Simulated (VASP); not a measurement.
# Ru (P6_3/mmc) in VASP: density of states with PBE

Aim: the density of states of Ru with PBE.

Everything below comes from runs of VASP 6.6.1. Logs are shortened: lines on timing, memory, paths and dates and some standing lists are left out, and cuts for length are marked.

### Step 1. The cell of the first run

The structure is hexagonal, space group P6_3/mmc (No. 194). Conventional cell: a = 2.722 Å, b = 2.722 Å, c = 4.288 Å, α = 90.00°, β = 90.00°, γ = 120.00°. Within 3.5 Å of Ru (site symmetry -6m2) lie 12 Ru at 2.66 to 2.72 Å.

### Step 2. Density of states, PBE

Contents of POSCAR:

```
Ru
1.0
    2.7224526014      0.0000000000      0.0000000000
   -1.3612263007      2.3577131134      0.0000000000
    0.0000000000      0.0000000000      4.2884465942
Ru
2
Direct
    0.3333333333      0.6666666667      0.2500000000
    0.6666666667      0.3333333333      0.7500000000
```

Contents of INCAR.step1:

```
  PREC = Accurate
  ENCUT = 520
  EDIFF = 1E-6
  ISMEAR = -1
  SIGMA = 0.05
  LREAL = F
  LASPH = T
  NELM = 80
  ALGO = Normal
  ISIF = 2
  LWAVE = F
  LCHARG = T
  LMAXMIX = 4
  GGA = PE
  NBANDS = 21
```

Contents of KPOINTS.step1:

```
regular mesh
0
Gamma
  16 16 9
```

Contents of INCAR.step2:

```
  PREC = Accurate
  ENCUT = 520
  EDIFF = 1E-6
  ISMEAR = -5
  SIGMA = 0.05
  LREAL = F
  LASPH = T
  NELM = 80
  ALGO = Normal
  ISIF = 2
  LWAVE = F
  LCHARG = F
  LMAXMIX = 4
  GGA = PE
  LORBIT = 10
  NEDOS = 1001
  ICHARG = 11
```

Contents of KPOINTS.step2:

```
regular mesh
0
Gamma
  24 24 14
```

Potentials or basis: VASP PAW PBE potentials, release 64 (Ru_pv).

Run with:

```console
$ cat potpaw_PBE.64/Ru_pv/POTCAR > POTCAR
$ cp INCAR.step1 INCAR
$ cp KPOINTS.step1 KPOINTS
$ mpirun -np 1 vasp_std > vasp.out
$ cp INCAR.step2 INCAR
$ cp KPOINTS.step2 KPOINTS
$ mpirun -np 1 vasp_std > vasp.out
```

OUTCAR:

```text
PREC = Accurate
   ENCUT = 520
   EDIFF = 1E-6
   ISMEAR = -5
   LREAL = F
   LASPH = T
   NELM = 80
   ISIF = 2
   GGA = PE
   LORBIT = 10
   ICHARG = 11

 ion  position               nearest neighbor table
   1  0.333  0.667  0.250-   2 2.66   2 2.66   2 2.66   2 2.66   2 2.66   2 2.66
   2  0.667  0.333  0.750-   1 2.66   1 2.66   1 2.66   1 2.66   1 2.66   1 2.66

  LATTYP: Found a hexagonal cell.
 ALAT       =     2.7224526014
 C/A-ratio  =     1.5752144195

  Lattice vectors:

 A1 = (   2.7224526014,   0.0000000000,   0.0000000000)
 A2 = (  -1.3612263007,   2.3577131134,   0.0000000000)
 A3 = (   0.0000000000,   0.0000000000,   4.2884465942)

Analysis of symmetry for initial positions (statically):
=====================================================================
 Subroutine PRICEL returns:
 Original cell was already a primitive cell.

 Routine SETGRP: Setting up the symmetry group for a
 hexagonal supercell.

 Subroutine GETGRP returns: Found 24 space group operations
 (whereof 12 operations were pure point group operations)
 out of a pool of 24 trial point group operations.

The static configuration has the point symmetry D_3d.
 The point group associated with its full space group is D_6h.

Analysis of symmetry for dynamics (positions and initial velocities):
=====================================================================
 Subroutine PRICEL returns:
 Original cell was already a primitive cell.

 Routine SETGRP: Setting up the symmetry group for a
 hexagonal supercell.

 Subroutine GETGRP returns: Found 24 space group operations
 (whereof 12 operations were pure point group operations)
 out of a pool of 24 trial point group operations.

The dynamic configuration has the point symmetry D_3d.
 The point group associated with its full space group is D_6h.

 Subroutine INISYM returns: Found 24 space group operations
 (whereof 12 operations are pure point group operations),
 and found     1 'primitive' translations

----------------------------------------------------------------------------------------

                                     Primitive cell

  volume of cell :      27.5265

  direct lattice vectors                    reciprocal lattice vectors
     2.722452601  0.000000000  0.000000000     0.367315853  0.212069907  0.000000000
    -1.361226301  2.357713113  0.000000000     0.000000000  0.424139813  0.000000000
     0.000000000  0.000000000  4.288446594     0.000000000  0.000000000  0.233184669

  length of vectors
     2.722452601  2.722452601  4.288446594     0.424139813  0.424139813  0.233184669

  position of ions in fractional coordinates (direct lattice)
     0.333333333  0.666666667  0.250000000
     0.666666667  0.333333333  0.750000000

  ion indices of the primitive-cell ions
   primitive index   ion index
                 1           1
                 2           2

----------------------------------------------------------------------------------------

 KPOINTS: regular mesh

Automatic generation of k-mesh.
 Grid dimensions read from file:
 generate k-points for:   24   24   14

 Generating k-lattice:

  Cartesian coordinates                     Fractional coordinates (reciprocal lattice)
     0.015304827  0.008836246  0.000000000     0.041666667  0.000000000  0.000000000
     0.000000000  0.017672492  0.000000000     0.000000000  0.041666667  0.000000000
     0.000000000  0.000000000  0.016656048     0.000000000  0.000000000  0.071428571

  Length of vectors
     0.017672492  0.017672492  0.016656048

  Shift w.r.t. Gamma in fractional coordinates (k-lattice)
     0.000000000  0.000000000  0.000000000

 TETIRR: Found   8183 inequivalent tetrahedra from    48384

 Subroutine IBZKPT returns following result:
 ===========================================

 Found    488 irreducible k-points:

 Following reciprocal coordinates:
            Coordinates               Weight
  0.000000  0.000000  0.000000      1.000000
  0.041667  0.000000  0.000000      6.000000
  0.083333  0.000000  0.000000      6.000000
  0.125000 -0.000000  0.000000      6.000000
  0.166667  0.000000  0.000000      6.000000
  0.208333  0.000000  0.000000      6.000000
[... 16 lines left out ...]
  0.416667  0.041667  0.000000     12.000000
  0.458333  0.041667  0.000000     12.000000
 [... further k-points ...]
   k-points           NKPTS =    488   k-points in BZ     NKDIM =    488   number of bands    NBANDS=     18
   number of dos      NEDOS =   1001   number of ions     NIONS =      2
   total plane-waves  NPLWV =  12800
   dimension x,y,z NGX =    20 NGY =   20 NGZ =   32
   dimension x,y,z NGXF=    40 NGYF=   40 NGZF=   64
   ions per type =               2
   NGX,Y,Z   is equivalent  to a cutoff of  12.21, 12.21, 12.41 a.u.
   NGXF,Y,Z  is equivalent  to a cutoff of  24.43, 24.43, 24.81 a.u.
 SYSTEM =  unknown system
   PREC   = accura    normal or accurate (medium, high low for compatibility)
   ISTART =      0    job   : 0-new  1-cont  2-samecut
   ICHARG =     11    charge: 1-file 2-atom 10-const
   ISPIN  =      1    spin polarized calculation?
   LNONCOLLINEAR =      F non collinear calculations
   LSORBIT =      F    spin-orbit coupling
   LASPH  =      T    aspherical Exc in radial PAW
   ENCUT  =  520.0 eV  38.22 Ry    6.18 a.u.   5.06  5.06  7.97*2*pi/ulx,y,z
   NELM   =     80;   NELMIN=  2; NELMDL=  0     # of ELM steps
   EDIFF  = 0.1E-05   stopping-criterion for ELM
   LREAL  =      F    real-space projection
   EDIFFG = 0.1E-04   stopping-criterion for IOM
   NSW    =      0    number of steps for IOM
   IBRION =     -1    ionic relax: 0-MD 1-quasi-New 2-CG
   NFREE  =      0    steps in history (QN), initial steepest desc. (CG)
   ISIF   =      2    stress and relaxation
   ISYM   =      2    0-nonsym 1-usesym 2-fastsym
   POTIM  = 0.5000    time-step for ionic-motion
   TEBEG  =    0.0;   TEEND  =   0.0 temperature during run
   PSTRESS=    0.0 pullay stress
   NELECT =      28.0000    total number of electrons
   NUPDOWN=      -1.0000    fix difference up-down
   EMIN   =  10.00;   EMAX   =-10.00  energy-range for DOS
   EFERMI =   0.00;   METHOD = LEGACY
   ISMEAR =    -5;   SIGMA  =   0.05  broadening in eV -4-tet -1-fermi 0-gaus
   EFERMI_NEDOS =   21; number of points for ismear=-14 and -15
   IALGO  =     38    algorithm
   IMIX   =      4    mixing-type and parameters
     AMIX     =   0.40;   BMIX     =  1.00
     AMIX_MAG =   1.60;   BMIX_MAG =  1.00
  volume/ion in A,a.u.               =      13.76        92.88
  Fermi-wavevector in a.u.,A,eV,Ry     =   1.646432  3.111305 36.881825  2.710738
  Thomas-Fermi vector in A             =   2.736061
   LORBIT       =     10    0 simple, 1 ext, 2 COOP (PROOUT), +10 PAW based schemes
   GGA     = PE    functional components
   LHFCALC =     F    Hartree Fock is set to
   AEXX    =    0.0000 exact exchange contribution
   IVDW    =     0    specifies the selected vdW correction
   LEPSILON=     F    determine dielectric tensor
   LRPA    =     F    only Hartree local field effects (RPA)
 non-spin polarized calculation
 Fermi weights with tetrahedron method with Bloechl corrections
  energy-cutoff  :      520.00
  volume of cell :       27.53
 maximum number of plane-waves:       760

 number of electron      28.0000012 magnetization

 Free energy of the ion-electron system (eV)
  ---------------------------------------------------
  ext. energy  EPLUGINS =         0.00000000
  ---------------------------------------------------
  free energy    TOTEN  =       -18.46799879 eV

  energy without entropy =      -18.46799879  energy(sigma->0) =      -18.46799879

 E-fermi :  12.5994     XC(G=0): -14.0357

 val. band max:       12.6821622452   @ k =   0.0417   0.0000   0.1429
 cond. band min:      12.5760427813   @ k =   0.4167  -0.0000   0.5000
 fundamental gap:     -0.1061194639
 Fermi energy:        12.5994408592

 k-point     1 :       0.0000    0.0000    0.0000
  band No.  band energies     occupation
      1     -31.0138      2.00000
      2     -30.1237      2.00000
      3     -30.1237      2.00000
      4     -29.9567      2.00000
      5     -29.9567      2.00000
      6     -29.9104      2.00000
[... 10 lines left out ...]
     17      13.7478      0.00000
     18      13.9257      0.00000

 k-point     2 :       0.0417    0.0000    0.0000
  band No.  band energies     occupation
      1     -31.0081      2.00000
      2     -30.1357      2.00000
      3     -30.1278      2.00000
      4     -29.9693      2.00000
      5     -29.9583      2.00000
      6     -29.9131      2.00000
[... 10 lines left out ...]
     17      13.7730      0.00000
     18      14.7650      0.00000

 k-point     3 :       0.0833    0.0000    0.0000
  band No.  band energies     occupation
      1     -30.9912      2.00000
      2     -30.1707      2.00000
      3     -30.1397      2.00000
      4     -30.0058      2.00000
      5     -29.9631      2.00000
      6     -29.9212      2.00000
[... 10 lines left out ...]
     17      13.8418      0.00000
     18      15.7425      0.00000

 k-point     4 :       0.1250   -0.0000    0.0000
  band No.  band energies     occupation
      1     -30.9637      2.00000
      2     -30.2264      2.00000
      3     -30.1583      2.00000
      4     -30.0634      2.00000
      5     -29.9710      2.00000
      6     -29.9348      2.00000
[... 10 lines left out ...]
     17      13.9380      0.00000
     18      16.7611      0.00000

 k-point     5 :       0.1667    0.0000    0.0000
  band No.  band energies     occupation
      1     -30.9265      2.00000
      2     -30.2991      2.00000
      3     -30.1821      2.00000
      4     -30.1373      2.00000
      5     -29.9817      2.00000
      6     -29.9537      2.00000
[... 10 lines left out ...]
     17      14.0444      0.00000
     18      17.8065      0.00000

 k-point     6 :       0.2083    0.0000    0.0000
  band No.  band energies     occupation
      1     -30.8809      2.00000
      2     -30.3838      2.00000
      3     -30.2219      2.00000
      4     -30.2092      2.00000
      5     -29.9946      2.00000
      6     -29.9779      2.00000
[... 10 lines left out ...]
     17      14.1479      0.00000
     18      18.8658      0.00000

 k-point     7 :       0.2500   -0.0000    0.0000
  band No.  band energies     occupation
      1     -30.8286      2.00000
      2     -30.4747      2.00000
      3     -30.3109      2.00000
      4     -30.2376      2.00000
      5     -30.0090      2.00000
      6     -30.0073      2.00000
[... 10 lines left out ...]
     17      14.2404      0.00000
     18      19.9244      0.00000

 k-point     8 :       0.2917   -0.0000    0.0000
  band No.  band energies     occupation
      1     -30.7716      2.00000
      2     -30.5656      2.00000
      3     -30.3983      2.00000
      4     -30.2655      2.00000
      5     -30.0413      2.00000
      6     -30.0237      2.00000
[... 10 lines left out ...]
     17      14.3179      0.00000
     18      20.9641      0.00000
[... 229 lines left out ...]
     17      14.2667      0.00000
     18      20.5230      0.00000

 k-point    20 :       0.2917    0.0417    0.0000
  band No.  band energies     occupation
      1     -30.7389      2.00000
      2     -30.6075      2.00000
      3     -30.4455      2.00000
      4     -30.2793      2.00000
      5     -30.0618      2.00000
      6     -30.0379      2.00000
[... 10 lines left out ...]
     17      14.3334      0.00000
     18      21.5413      0.00000

 k-point    21 :       0.3333    0.0417    0.0000
  band No.  band energies     occupation
      1     -30.6861      2.00000
      2     -30.6802      2.00000
      3     -30.5160      2.00000
      4     -30.3057      2.00000
      5     -30.1005      2.00000
      6     -30.0516      2.00000
[... 10 lines left out ...]
     17      14.3847      0.00000
     18      22.0859      0.00000

 k-point    22 :       0.3750    0.0417    0.0000
  band No.  band energies     occupation
      1     -30.7502      2.00000
      2     -30.6250      2.00000
      3     -30.5733      2.00000
      4     -30.3266      2.00000
      5     -30.1392      2.00000
      6     -30.0629      2.00000
[... 10 lines left out ...]
     17      14.7153      0.00000
     18      21.1078      0.00000

 k-point    23 :       0.4167    0.0417    0.0000
  band No.  band energies     occupation
      1     -30.7954      2.00000
      2     -30.6135      2.00000
      3     -30.5796      2.00000
      4     -30.3411      2.00000
      5     -30.1731      2.00000
      6     -30.0709      2.00000
[... 10 lines left out ...]
     17      15.6230      0.00000
     18      19.8741      0.00000

 k-point    24 :       0.4583    0.0417    0.0000
  band No.  band energies     occupation
      1     -30.8188      2.00000
      2     -30.6342      2.00000
      3     -30.5526      2.00000
      4     -30.3486      2.00000
      5     -30.1941      2.00000
      6     -30.0751      2.00000
[... 10 lines left out ...]
     17      16.4613      0.00000
     18      18.8487      0.00000

 [... further k-points ...]

------------------------ aborting loop because EDIFF is reached ----------------------------------------

  FORCE on cell =-STRESS in cart. coord.  units (eV):
  Direction    XX          YY          ZZ          XY          YZ          ZX
  --------------------------------------------------------------------------------------
  -------------------------------------------------------------------------------------
  Total       -0.0784346     -0.0784346      0.0482113      0.0000000      0.0000000      0.0000000
  in kB       -4.5652761     -4.5652761      2.8061349      0.0000000      0.0000000      0.0000000
  external PRESSURE =      -2.1081391 kB  Pullay stress =       0.0000000 kB

 VOLUME and BASIS-vectors are now :
 -----------------------------------------------------------------------------
  energy-cutoff  :      520.00
  volume of cell :       27.53
      direct lattice vectors                 reciprocal lattice vectors
     2.722452601  0.000000000  0.000000000     0.367315853  0.212069907  0.000000000
    -1.361226301  2.357713113  0.000000000     0.000000000  0.424139813  0.000000000
     0.000000000  0.000000000  4.288446594     0.000000000  0.000000000  0.233184669

 POSITION                                       TOTAL-FORCE (eV/Angst)
 -----------------------------------------------------------------------------------
     -0.00000      1.57181      1.07211         0.000000      0.000000      0.000000
      1.36123      0.78590      3.21633        -0.000000     -0.000000      0.000000
 -----------------------------------------------------------------------------------
    total drift:                                0.000000     -0.000000      0.000000

  FREE ENERGIE OF THE ION-ELECTRON SYSTEM (eV)
  ---------------------------------------------------
  free  energy   TOTEN  =       -18.4679987943 eV

  energy  without entropy=      -18.4679987943  energy(sigma->0) =      -18.46799879

 total charge

# of ion       s       p       d       tot
------------------------------------------
    1        0.401   6.305   5.935  12.641
    2        0.401   6.305   5.935  12.641
--------------------------------------------------
tot          0.801  12.611  11.870  25.282
```

It took 74 s on 1 thread of Intel Xeon 6975P-C (Granite Rapids), shared host; peak memory 0.31 GiB.

What came out:

```yaml
Valence_electrons_inside_the_program's_atomic_spheres: Ru 12.64
```

Caveat: tetrahedron occupations give inexact forces and stress in metals.
